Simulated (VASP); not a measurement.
A run of VASP 6.6.1:

The input INCAR:

```
  PREC = Accurate
  ENCUT = 520
  EDIFF = 1E-7
  ISMEAR = -1
  SIGMA = 0.05
  LREAL = F
  LASPH = T
  NELM = 80
  ALGO = Normal
  ISIF = 2
  LWAVE = F
  LCHARG = T
  GGA = PE
  LELF = T
  LVHAR = T
  NBANDS = 11
```

File KPOINTS:

```
Automatic mesh
0
Gamma
  13 13 13
```

The input POSCAR:

```
C
1.0
    1.2279885202      0.7092266814      3.2653181510
   -1.2279154225      0.7092264741      3.2652913752
    0.0000363694     -1.4176526532      3.2651351917
C
2
Direct
    0.1666115404      0.1666113862      0.1666115536
    0.8333884596      0.8333886138      0.8333884464
```

Potentials or basis: VASP PAW PBE potentials, release 64 (C).

Launch:

```console
$ cat potpaw_PBE.64/C/POTCAR > POTCAR
$ mpirun -np 1 vasp_std > vasp.out
```

Hardware: 1 thread of Intel(R) Xeon(R) 6975P-C (Granite Rapids), with other jobs on the host.

Q: How long does it take, and how much memory?

A: It took 2.3 min on 1 thread of Intel(R) Xeon(R) 6975P-C (Granite Rapids), with other jobs on the host, peak memory 0.28 GiB. Counts: scf iterations 13, k points 1099.
